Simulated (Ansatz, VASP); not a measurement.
## Sc3AlN4 in VASP and in Ansatz

The input INCAR:

```
PREC     = Accurate       # precision mode
ENCUT    = 520            # plane-wave cutoff, eV
EDIFF    = 1E-6           # SCF threshold, eV
ISMEAR   = 0              # smearing method
SIGMA    = 0.01           # smearing width, eV
LREAL    = False          # projectors in reciprocal space
LASPH    = True           # aspherical terms in the spheres
NELM     = 60             # most SCF steps
ALGO     = Normal         # electronic algorithm
ISIF     = 2              # what is computed and relaxed
LWAVE    = False          # write WAVECAR
LCHARG   = False          # write CHGCAR
GGA      = PE             # functional
NBANDS   = 38             # bands
```

KPOINTS

```
Automatic mesh
0
Gamma
  12 12 4
```

Contents of POSCAR:

```
Sc3AlN4
1.0
    3.1421585286      0.0000000000      0.0000000000
    0.0000000000      3.1421585286      0.0000000000
    0.0000000000      0.0000000000      8.7927775568
Sc Al N
3 1 4
Direct
    0.0000000000      0.0000000000      0.7409208531
    0.5000000000      0.5000000000      0.0000000000
    0.0000000000      0.0000000000      0.2590791469
    0.5000000000      0.5000000000      0.5000000000
    0.0000000000      0.0000000000      0.0000000000
    0.5000000000      0.5000000000      0.2629936968
    0.0000000000      0.0000000000      0.5000000000
    0.5000000000      0.5000000000      0.7370063032
```

Input for Ansatz:

```yaml
crystal:
  lattice:
    - [3.1421585286, 0.0, 0.0]
    - [0.0, 3.1421585286, 0.0]
    - [0.0, 0.0, 8.7927775568]
  atoms:
    - { symbol: Sc, position: [0.0, 0.0, 0.7409208531] }
    - { symbol: Sc, position: [0.5, 0.5, 0.0] }
    - { symbol: Sc, position: [0.0, 0.0, 0.2590791469] }
    - { symbol: Al, position: [0.5, 0.5, 0.5] }
    - { symbol: "N", position: [0.0, 0.0, 0.0] }
    - { symbol: "N", position: [0.5, 0.5, 0.2629936968] }
    - { symbol: "N", position: [0.0, 0.0, 0.5] }
    - { symbol: "N", position: [0.5, 0.5, 0.7370063032] }
basis:
  ecutwfc: 420
kpoints:
  mp_grid: { grid: [12, 12, 4] }
  band_path:
    path:
      - [[0.0, 0.0, 0.0], [0.0, 0.5, 0.0], [0.5, 0.5, 0.0], [0.0, 0.0, 0.0], [0.0, 0.0, 0.5], [0.0, 0.5, 0.5], [0.5, 0.5, 0.5], [0.0, 0.0, 0.5]]
      - [[0.0, 0.5, 0.0], [0.0, 0.5, 0.5]]
      - [[0.5, 0.5, 0.0], [0.5, 0.5, 0.5]]
    npoints: 14
hamiltonian:
  xc: pbe
scf:
  occupations: { method: gaussian, width: 0.01 }
  n_extra_bands: 20
output:
  forces: true
  stress: true
  eigenvalues: true
  populations: true
  dos: { projected: true, de: 0.02, nscf_kmesh: { grid: [15, 15, 5] } }
  bader: true
```

Alike in both runs: task single point; functional PBE; k mesh 12 × 12 × 4; occupations gaussian, width 0.01 eV; no spin polarisation.

|  | VASP | Ansatz |
| --- | --- | --- |
| version | VASP 6.6.1 | Ansatz 0.2.0 |
| potentials or method | VASP PAW PBE potentials, release 64 (Sc_sv, Al, N), cutoff 520 eV | scalar-relativistic, plane waves, PAW |
| valence electrons in the cell | 56 | 56 |

```tsv
	VASP	Ansatz	Ansatz less VASP
gap on the k mesh at the Fermi level (eV)	0.13	0.16	+0.024
least direct gap on the mesh (eV)	0.13	0.16	+0.024
pressure (GPa)	0.8	0.0	-0.79
traceless stress, the component that is largest in VASP (GPa)	0.04	0.06	+0.012
rms of the force components (eV/Å)	0.012	0.000	-0.0120
```

Atom by atom the forces differ by 0.012 eV/Å (rms over components). The functional is the same, so the differences come from potentials, cutoffs and numerics.
